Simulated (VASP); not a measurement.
# AlP (F-43m) in VASP: dielectric tensor with PBE

Aim: the dielectric tensor of AlP with PBE.

Program: VASP 6.6.1. These are calculated values, not measurements. Logs are shortened: lines on timing, memory, paths and dates and some standing lists are left out, and cuts for length are marked.

## Step 1: The cell of the first run

The structure is cubic, space group F-43m (No. 216). Conventional cell: a = 5.451 Å, b = 5.451 Å, c = 5.451 Å, α = 90.00°, β = 90.00°, γ = 90.00°. Within 3.1 Å of Al (site symmetry -43m) lie 4 P at 2.36 Å. Within 3.1 Å of P (site symmetry -43m) lie 4 Al at 2.36 Å.

## Step 2: Dielectric tensor, PBE

The input, INCAR:

```
SYSTEM = AlP
  PREC = Accurate
  ENCUT = 400
  EDIFF = 1E-8
  ISMEAR = 0
  SIGMA = 0.01
  LREAL = .FALSE.
  LASPH = .TRUE.
  NELM = 120
  ALGO = Normal
  ISIF = 2
  LWAVE = .FALSE.
  LCHARG = .FALSE.
  GGA = PE
  LEPSILON = .TRUE.
  GGA_COMPAT = .FALSE.
```

The input, KPOINTS:

```
Automatic mesh
0
G
  6 6 6
  0 0 0
```

The input, POSCAR:

```
AlP
1.0
    0.0000000000      2.7255000000      2.7255000000
    2.7255000000      0.0000000000      2.7255000000
    2.7255000000      2.7255000000      0.0000000000
Al P
1 1
Direct
    0.0000000000      0.0000000000      0.0000000000
    0.2500000000      0.2500000000      0.2500000000
```

Potentials or basis: VASP PAW PBE potentials, release 64 (Al, P).

The run is started by

```bash
cat potpaw_PBE.64/Al/POTCAR potpaw_PBE.64/P/POTCAR > POTCAR
mpirun -np 1 vasp_std > vasp.out
```

OUTCAR:

```text
SYSTEM = AlP
   PREC = Accurate
   ENCUT = 400
   EDIFF = 1E-8
   ISMEAR = 0
   LREAL = .FALSE.
   LASPH = .TRUE.
   NELM = 120
   ISIF = 2
   GGA = PE
   LEPSILON = .TRUE.

 ion  position               nearest neighbor table
   1  0.000  0.000  0.000-   2 2.36   2 2.36   2 2.36   2 2.36
   2  0.250  0.250  0.250-   1 2.36   1 2.36   1 2.36   1 2.36

  LATTYP: Found a face centered cubic cell.
 ALAT       =     5.4510000000

  Lattice vectors:

 A1 = (   0.0000000000,   2.7255000000,   2.7255000000)
 A2 = (   2.7255000000,   0.0000000000,   2.7255000000)
 A3 = (   2.7255000000,   2.7255000000,   0.0000000000)

Analysis of symmetry for initial positions (statically):
=====================================================================
 Subroutine PRICEL returns:
 Original cell was already a primitive cell.

 Routine SETGRP: Setting up the symmetry group for a
 face centered cubic supercell.

 Subroutine GETGRP returns: Found 24 space group operations
 (whereof 24 operations were pure point group operations)
 out of a pool of 48 trial point group operations.

The static configuration has the point symmetry T_d .

Analysis of symmetry for dynamics (positions and initial velocities):
=====================================================================
 Subroutine PRICEL returns:
 Original cell was already a primitive cell.

 Routine SETGRP: Setting up the symmetry group for a
 face centered cubic supercell.

 Subroutine GETGRP returns: Found 24 space group operations
 (whereof 24 operations were pure point group operations)
 out of a pool of 48 trial point group operations.

The dynamic configuration has the point symmetry T_d .

 Subroutine INISYM returns: Found 24 space group operations
 (whereof 24 operations are pure point group operations),
[... 322 lines left out ...]
 -----------------------------------------------------------------------------
  energy-cutoff  :      400.00
  volume of cell :       40.49
      direct lattice vectors                 reciprocal lattice vectors
     0.000000000  2.725500000  2.725500000    -0.183452578  0.183452578  0.183452578
     2.725500000  0.000000000  2.725500000     0.183452578 -0.183452578  0.183452578
     2.725500000  2.725500000  0.000000000     0.183452578  0.183452578 -0.183452578

 POSITION                                       TOTAL-FORCE (eV/Angst)
 -----------------------------------------------------------------------------------
      0.00000      0.00000      0.00000         0.000000      0.000000      0.000000
      1.36275      1.36275      1.36275        -0.000000     -0.000000     -0.000000
 -----------------------------------------------------------------------------------
    total drift:                                0.000000      0.000000      0.000000

  FREE ENERGIE OF THE ION-ELECTRON SYSTEM (eV)
  ---------------------------------------------------
  free  energy   TOTEN  =       -10.3586591254 eV

  energy  without entropy=      -10.3586591254  energy(sigma->0) =      -10.35865913

 HEAD OF MICROSCOPIC STATIC DIELECTRIC TENSOR (INDEPENDENT PARTICLE, excluding Hartree and local field effects)
 ------------------------------------------------------
           9.598447    -0.000000    -0.000000
           0.000000     9.598447    -0.000000
          -0.000000     0.000000     9.598447
 ------------------------------------------------------

 Free energy of the ion-electron system (eV)
  ---------------------------------------------------
  ---------------------------------------------------
  free energy    TOTEN  =        -0.97256190 eV

  energy without entropy =       -0.97256190

------------------------ aborting loop because EDIFF is reached ----------------------------------------

--------------------------------------- Ionic step        2  -------------------------------------------

------------------------ aborting loop because EDIFF is reached ----------------------------------------

--------------------------------------- Ionic step        3  -------------------------------------------

 Free energy of the ion-electron system (eV)
  ---------------------------------------------------
  ---------------------------------------------------
  free energy    TOTEN  =        -0.97256184 eV

  energy without entropy =       -0.97256184

------------------------ aborting loop because EDIFF is reached ----------------------------------------

 PIEZOELECTRIC TENSOR FIELD DIRECTION 3  (e Angst)
 -----------------------------------------------------------------------------
    -0.00021 -1.74988  0.00000           (  0.00000  0.03224  0.00000)
    -1.74988 -0.00021  0.00000           (  0.03224  0.00000  0.00000)
     0.00000  0.00000 -0.00066           (  0.00000  0.00000  0.00000)

 PIEZOELECTRIC TENSOR FIELD DIRECTION 3  (C/m^2)
 -----------------------------------------------------------------------------
    -0.00008 -0.69239  0.00000
    -0.69239 -0.00008  0.00000
     0.00000  0.00000 -0.00026

 MACROSCOPIC STATIC DIELECTRIC TENSOR (including local field effects in DFT)
 ------------------------------------------------------
           8.944290    -0.000000    -0.000000
          -0.000000     8.944290     0.000000
          -0.000000     0.000000     8.944290
 ------------------------------------------------------

 PIEZOELECTRIC TENSOR (including local field effects)  for field in x, y, z        (e  Angst)
          XX          YY          ZZ          XY          YZ          ZX
  --------------------------------------------------------------------------------
  x    -0.00000    -0.00000    -0.00000     0.00000    -1.75425     0.00000
  y    -0.00000     0.00000     0.00000    -0.00000     0.00000    -1.75425
  z    -0.00000    -0.00000     0.00000    -1.75425    -0.00000     0.00000

 PIEZOELECTRIC TENSOR (including local field effects)  for field in x, y, z        (C/m^2)
          XX          YY          ZZ          XY          YZ          ZX
  --------------------------------------------------------------------------------
  x    -0.00000    -0.00000    -0.00000     0.00000    -0.69412     0.00000
  y    -0.00000     0.00000     0.00000    -0.00000     0.00000    -0.69412
  z    -0.00000    -0.00000     0.00000    -0.69412    -0.00000     0.00000

 BORN EFFECTIVE CHARGES (including local field effects) (in |e|, cummulative output)
 ---------------------------------------------------------------------------------
 ion    1
    1     2.30754     0.00000     0.00000
    2     0.00000     2.30754     0.00000
    3    -0.00000     0.00000     2.30754
 ion    2
    1    -2.30754     0.00000     0.00000
    2     0.00000    -2.30754     0.00000
    3     0.00000    -0.00000    -2.30754
```

OSZICAR:

```text
N       E                     dE             d eps       ncg     rms          rms(c)
DAV:   1     0.115475429306E+02    0.11548E+02   -0.27186E+03   256   0.610E+02
[... 13 lines left out ...]
RMM:   7    -0.972376433032E+00   -0.10521E-02   -0.33809E-05  1194   0.419E-02    0.430E-03
RMM:   8    -0.972521828194E+00   -0.14540E-03   -0.19208E-06  1271   0.780E-03    0.977E-04
RMM:   9    -0.972559488217E+00   -0.37660E-04   -0.55295E-07  1218   0.334E-03    0.930E-04
RMM:  10    -0.972562681353E+00   -0.31931E-05    0.28480E-07  1292   0.738E-04    0.206E-04
RMM:  11    -0.972561393014E+00    0.12883E-05    0.37602E-07  1221   0.231E-04    0.110E-05
RMM:  12    -0.972562091188E+00   -0.69817E-06   -0.26213E-09   799   0.590E-05    0.127E-05
RMM:  13    -0.972561843164E+00    0.24802E-06   -0.53127E-11   402   0.466E-05    0.274E-06
```

Run time: 41 s. Hardware: 1 thread of Intel Xeon 6975P-C (Granite Rapids), shared host; peak memory 0.16 GiB.

Results:

```yaml
Band_gap_on_the_k_mesh: 1.57 eV, indirect (least direct gap 3.35 eV)
Electronic_dielectric_tensor_diagonal: 8.94
Born_charges_mean_of_the_diagonal: Al +2.31; P -2.31 e
```

Electronic dielectric tensor:
```
8.94 0.00 0.00
0.00 8.94 0.00
0.00 0.00 8.94
```

Born effective charge tensors (e):
atom 1, Al
```
2.31 0.00 0.00
0.00 2.31 0.00
0.00 0.00 2.31
```
atom 2, P
```
-2.31  0.00  0.00
 0.00 -2.31  0.00
 0.00  0.00 -2.31
```
